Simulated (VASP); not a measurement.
# O (C2/m) in VASP: notebook

Aim: see how the results for O move with the level of theory and the settings. Levels: PBE, RPBE. Tasks: electric field gradients.

Everything below comes from runs of VASP 6.6.1. Logs are shortened: lines on timing, memory, paths and dates and some standing lists are left out, and cuts for length are marked.

## (1) The cell of the first run

It takes space group C2/m (No. 12, monoclinic). Conventional cell: a = 5.403 Å, b = 3.429 Å, c = 4.232 Å, α = 90.00°, β = 117.67°, γ = 90.00°. Within 1.5 Å of O (site symmetry m) lie 1 O at 1.15 Å.

## (2) Electric field gradients, PBE

Contents of INCAR:

```
SYSTEM = O
PREC     = Accurate       ! precision mode
ENCUT    = 520            ! plane-wave cutoff, eV
EDIFF    = 1E-8           ! SCF threshold, eV
ISMEAR   = -1             ! smearing method
SIGMA    = 0.01           ! smearing width, eV
LREAL    = .FALSE.        ! projectors in reciprocal space
LASPH    = .TRUE.         ! aspherical terms in the spheres
NELM     = 100            ! most SCF steps
ALGO     = Normal         ! electronic algorithm
ISIF     = 2              ! what is computed and relaxed
LWAVE    = .FALSE.        ! write WAVECAR
LCHARG   = .FALSE.        ! write CHGCAR
GGA      = PE             ! functional
LEFG     = .TRUE.       
NBANDS   = 13             ! bands
```

Contents of KPOINTS:

```
Automatic mesh
0
G
  11 11 8
  0 0 0
```

Contents of POSCAR:

```
O
1.0
    2.7015000000     -1.7145000000      0.0000000000
    2.7015000000      1.7145000000      0.0000000000
   -1.9649900000      0.0000000000      3.7479900000
O
2
Direct
    0.0640000000      0.0640000000      0.1530000000
    0.9360000000      0.9360000000      0.8470000000
```

Potentials or basis: VASP PAW PBE potentials, release 64 (O).

Started as:

```bash
$ cat potpaw_PBE.64/O/POTCAR > POTCAR
$ mpirun -np 1 vasp_std > vasp.out
```

OUTCAR:

```text
SYSTEM = O
   PREC = Accurate
   ENCUT = 520
   EDIFF = 1E-8
   ISMEAR = -1
   LREAL = .FALSE.
   LASPH = .TRUE.
   NELM = 100
   ISIF = 2
   GGA = PE

 ion  position               nearest neighbor table
   1  0.064  0.064  0.153-   2 1.15
   2  0.936  0.936  0.847-   1 1.15

  LATTYP: Found a base centered monoclinic cell.
 ALAT       =     5.4030000000
 B/A-ratio  =     0.6346474181
 C/A-ratio  =     0.7832421112
 COS(beta)  =    -0.4643327837

  Lattice vectors:

 A1 = (   2.7015000000,  -1.7145000000,   0.0000000000)
 A2 = (   2.7015000000,   1.7145000000,   0.0000000000)
 A3 = (  -1.9649900000,   0.0000000000,   3.7479900000)

Analysis of symmetry for initial positions (statically):
=====================================================================
 Subroutine PRICEL returns:
 Original cell was already a primitive cell.

 Routine SETGRP: Setting up the symmetry group for a
 base centered monoclinic supercell.

 Subroutine GETGRP returns: Found  4 space group operations
 (whereof  4 operations were pure point group operations)
 out of a pool of  4 trial point group operations.

The static configuration has the point symmetry C_2h.

Analysis of symmetry for dynamics (positions and initial velocities):
=====================================================================
 Subroutine PRICEL returns:
 Original cell was already a primitive cell.

 Routine SETGRP: Setting up the symmetry group for a
 base centered monoclinic supercell.

 Subroutine GETGRP returns: Found  4 space group operations
 (whereof  4 operations were pure point group operations)
 out of a pool of  4 trial point group operations.

The dynamic configuration has the point symmetry C_2h.

 Subroutine INISYM returns: Found  4 space group operations
 (whereof  4 operations are pure point group operations),
 and found     1 'primitive' translations

----------------------------------------------------------------------------------------

                                     Primitive cell

  volume of cell :      34.7193

  direct lattice vectors                    reciprocal lattice vectors
     2.701500000 -1.714500000  0.000000000     0.185082362 -0.291630213  0.097034675
     2.701500000  1.714500000  0.000000000     0.185082362  0.291630213  0.097034675
    -1.964990000  0.000000000  3.747990000     0.000000000  0.000000000  0.266809677

  length of vectors
     3.199626931  3.199626931  4.231857127     0.358774845  0.358774845  0.266809677

  position of ions in fractional coordinates (direct lattice)
     0.064000000  0.064000000  0.153000000
     0.936000000  0.936000000  0.847000000

  ion indices of the primitive-cell ions
   primitive index   ion index
                 1           1
                 2           2

----------------------------------------------------------------------------------------

 KPOINTS: Automatic mesh

Automatic generation of k-mesh.
 Grid dimensions read from file:
 generate k-points for:   11   11    8

 Generating k-lattice:

  Cartesian coordinates                     Fractional coordinates (reciprocal lattice)
     0.016825669 -0.026511838  0.008821334     0.090909091 -0.000000000  0.000000000
     0.016825669  0.026511838  0.008821334    -0.000000000  0.090909091  0.000000000
     0.000000000  0.000000000  0.033351210     0.000000000  0.000000000  0.125000000

  Length of vectors
     0.032615895  0.032615895  0.033351210

  Shift w.r.t. Gamma in fractional coordinates (k-lattice)
     0.000000000  0.000000000  0.000000000

 Subroutine IBZKPT returns following result:
 ===========================================

 Found    270 irreducible k-points:

 Following reciprocal coordinates:
            Coordinates               Weight
  0.000000  0.000000  0.000000      1.000000
  0.090909  0.000000  0.000000      4.000000
  0.181818  0.000000  0.000000      4.000000
  0.272727  0.000000  0.000000      4.000000
  0.363636 -0.000000 -0.000000      4.000000
  0.454545 -0.000000  0.000000      4.000000
[... 16 lines left out ...]
 -0.272727  0.181818  0.000000      4.000000
 -0.181818  0.181818  0.000000      2.000000
 [... further k-points ...]
   k-points           NKPTS =    270   k-points in BZ     NKDIM =    270   number of bands    NBANDS=     13
   number of dos      NEDOS =    301   number of ions     NIONS =      2
   total plane-waves  NPLWV =  18432
   dimension x,y,z NGX =    24 NGY =   24 NGZ =   32
   dimension x,y,z NGXF=    48 NGYF=   48 NGZF=   64
   ions per type =               2
   NGX,Y,Z   is equivalent  to a cutoff of  12.47, 12.47, 12.57 a.u.
   NGXF,Y,Z  is equivalent  to a cutoff of  24.94, 24.94, 25.14 a.u.
 SYSTEM =  O
   PREC   = accura    normal or accurate (medium, high low for compatibility)
   ISTART =      0    job   : 0-new  1-cont  2-samecut
   ICHARG =      2    charge: 1-file 2-atom 10-const
   ISPIN  =      1    spin polarized calculation?
   LNONCOLLINEAR =      F non collinear calculations
   LSORBIT =      F    spin-orbit coupling
   LASPH  =      T    aspherical Exc in radial PAW
   ENCUT  =  520.0 eV  38.22 Ry    6.18 a.u.   5.95  5.95  7.87*2*pi/ulx,y,z
   NELM   =    100;   NELMIN=  2; NELMDL= -5     # of ELM steps
   EDIFF  = 0.1E-07   stopping-criterion for ELM
   LREAL  =      F    real-space projection
   EDIFFG = 0.1E-06   stopping-criterion for IOM
   NSW    =      0    number of steps for IOM
   IBRION =     -1    ionic relax: 0-MD 1-quasi-New 2-CG
   NFREE  =      0    steps in history (QN), initial steepest desc. (CG)
   ISIF   =      2    stress and relaxation
   ISYM   =      2    0-nonsym 1-usesym 2-fastsym
   POTIM  = 0.5000    time-step for ionic-motion
   TEBEG  =    0.0;   TEEND  =   0.0 temperature during run
   PSTRESS=    0.0 pullay stress
   NELECT =      12.0000    total number of electrons
   NUPDOWN=      -1.0000    fix difference up-down
   EMIN   =  10.00;   EMAX   =-10.00  energy-range for DOS
   EFERMI =   0.00;   METHOD = LEGACY
   ISMEAR =    -1;   SIGMA  =   0.01  broadening in eV -4-tet -1-fermi 0-gaus
   EFERMI_NEDOS =   21; number of points for ismear=-14 and -15
   IALGO  =     38    algorithm
   IMIX   =      4    mixing-type and parameters
     AMIX     =   0.40;   BMIX     =  1.00
     AMIX_MAG =   1.60;   BMIX_MAG =  1.00
  volume/ion in A,a.u.               =      17.36       117.15
  Fermi-wavevector in a.u.,A,eV,Ry     =   1.148890  2.171086 17.958972  1.319947
  Thomas-Fermi vector in A             =   2.285562
   LORBIT       =      0    0 simple, 1 ext, 2 COOP (PROOUT), +10 PAW based schemes
   GGA     = PE    functional components
   LHFCALC =     F    Hartree Fock is set to
   AEXX    =    0.0000 exact exchange contribution
   IVDW    =     0    specifies the selected vdW correction
   LEPSILON=     F    determine dielectric tensor
   LRPA    =     F    only Hartree local field effects (RPA)
 non-spin polarized calculation
  energy-cutoff  :      520.00
  volume of cell :       34.72
 maximum number of plane-waves:       956
   NGX = 11   NGY = 11   NGZ = 15

 number of electron      12.0000004 magnetization

 Free energy of the ion-electron system (eV)
  ---------------------------------------------------
  ext. energy  EPLUGINS =         0.00000000
  ---------------------------------------------------
  free energy    TOTEN  =        -8.88249650 eV

  energy without entropy =       -8.88109243  energy(sigma->0) =       -8.88179447

 E-fermi :  -1.3327     XC(G=0):  -7.3810

 val. band max:       -1.3349780736   @ k =  -0.4545   0.2727   0.3750
 cond. band min:      -1.3326280981   @ k =  -0.4545   0.2727   0.5000
 fundamental gap:      0.0023499755
 Fermi energy:        -1.3327428086

 k-point     1 :       0.0000    0.0000    0.0000
  band No.  band energies     occupation
      1     -30.1680      2.00000
      2     -15.2144      2.00000
      3      -9.9268      2.00000
      4      -9.0213      2.00000
      5      -8.9475      2.00000
      6      -1.1328      0.00000
      7      -1.0055      0.00000
      8       4.7269      0.00000
      9      11.0513      0.00000
     10      11.0579      0.00000
     11      14.0666      0.00000
     12      15.7911      0.00000
     13      17.2368      0.00000
[... 353 lines left out ...]
 k-point    24 :      -0.1818    0.1818    0.0000
  band No.  band energies     occupation
      1     -30.1150      2.00000
      2     -15.1847      2.00000
      3      -9.8990      2.00000
      4      -9.1839      2.00000
      5      -9.1691      2.00000
      6      -1.4752      2.00000
      7      -1.2737      0.00542
      8       6.3059      0.00000
      9      10.4704      0.00000
     10      12.5410      0.00000
     11      12.5640      0.00000
     12      14.0889      0.00000
     13      15.1709      0.00000

 [... further k-points ...]
[... 5 lines left out ...]
  --------------------------------------------------------------------------------------
  -------------------------------------------------------------------------------------
  Total       -1.1093565     -0.8154853      9.0953083      0.0000000      0.0000000      0.4748360
  in kB      -51.1930276    -37.6318717    419.7175465      0.0000000      0.0000000     21.9120651
  external PRESSURE =     110.2975491 kB  Pullay stress =       0.0000000 kB

 VOLUME and BASIS-vectors are now :
 -----------------------------------------------------------------------------
  energy-cutoff  :      520.00
  volume of cell :       34.72
      direct lattice vectors                 reciprocal lattice vectors
     2.701500000 -1.714500000  0.000000000     0.185082362 -0.291630213  0.097034675
     2.701500000  1.714500000  0.000000000     0.185082362  0.291630213  0.097034675
    -1.964990000  0.000000000  3.747990000     0.000000000  0.000000000  0.266809677

 POSITION                                       TOTAL-FORCE (eV/Angst)
 -----------------------------------------------------------------------------------
      0.04515      0.00000      0.57344         0.407601      0.000000      7.988848
      3.39286      0.00000      3.17455        -0.407601      0.000000     -7.988848
 -----------------------------------------------------------------------------------
    total drift:                               -0.000000     -0.000000      0.000000

  FREE ENERGIE OF THE ION-ELECTRON SYSTEM (eV)
  ---------------------------------------------------
  free  energy   TOTEN  =        -8.8824965036 eV

  energy  without entropy=       -8.8810924296  energy(sigma->0) =       -8.88179447

 Electric field gradients (V/A^2)
---------------------------------------------------------------------
 ion       V_xx      V_yy      V_zz      V_xy      V_xz      V_yz
---------------------------------------------------------------------
   1     -52.350   -60.869   113.219     0.000    13.146    -0.000
   2     -52.350   -60.869   113.219     0.000    13.146     0.000
---------------------------------------------------------------------

 Electric field gradients after diagonalization (V/A^2)
 (convention: |V_zz| > |V_xx| > |V_yy|)
----------------------------------------------------------------------
 ion       V_xx      V_yy      V_zz     asymmetry (V_yy - V_xx)/ V_zz
----------------------------------------------------------------------
   1     -60.869   -53.387   114.256       0.065
   2     -60.869   -53.387   114.256       0.065
----------------------------------------------------------------------

           NMR quadrupolar parameters

 Cq : quadrupolar parameter    Cq=e*Q*V_zz/h
 eta: asymmetry parameters     (V_yy - V_xx)/ V_zz
 Q  : nuclear electric quadrupole moment in mb (millibarn)
----------------------------------------------------------------------
 ion       Cq(MHz)       eta       Q (mb)
----------------------------------------------------------------------
   1       0.276       0.065       1.000
   2       0.276       0.065       1.000
----------------------------------------------------------------------
```

It took 2.1 min on 1 thread of Oxide Virtual Turin-like, shared host; peak memory 0.17 GiB.

What came out:

```
Free energy                             : -8.8825 eV
Pressure                                : 11.0 GPa
Largest force                           : 7.999 eV/Å
Band gap on the k mesh                  : zero (bands 6 and 7 overlap by 0.60 eV)
Largest electric field gradient by atom : O +114.3 V/Å²
```

Forces in eV/Å, atoms in the order of the input:
```
O    0.408  0.000  7.989
O   -0.408  0.000 -7.989
```

Levels at points of the mesh, in eV from the Fermi level:
```tsv
k point	band 4	band 5	band 6	band 7	band 8	band 9
(0.00, 0.00, 0.00)	-7.69	-7.61	0.20	0.33	6.06	12.38
(0.00, 0.00, 0.50)	-7.74	-7.64	0.40	0.40	6.84	7.04
```

Electric field gradients, principal values (V/Å²):
```
atom    least   middle  greatest (by size)
 1 O  -53.387  -60.869             114.256
 2 O  -53.387  -60.869             114.256
```

Caveat: the standard files for N, O and F lose accuracy on very short bonds; spin is off for a triplet molecule; the stress differs along the axes, from -5 to 42 GPa; this functional lacks dispersion, which holds the molecules together, so the pressure and a relaxed volume are unreliable; without QUAD_EFG the Cq values of the log hold for a quadrupole moment of 1 mb, not for the nuclei; forces of over 1 eV/Å act on the atoms, so gaps and moduli don't describe the material at rest.

[end of part 1 of 2]
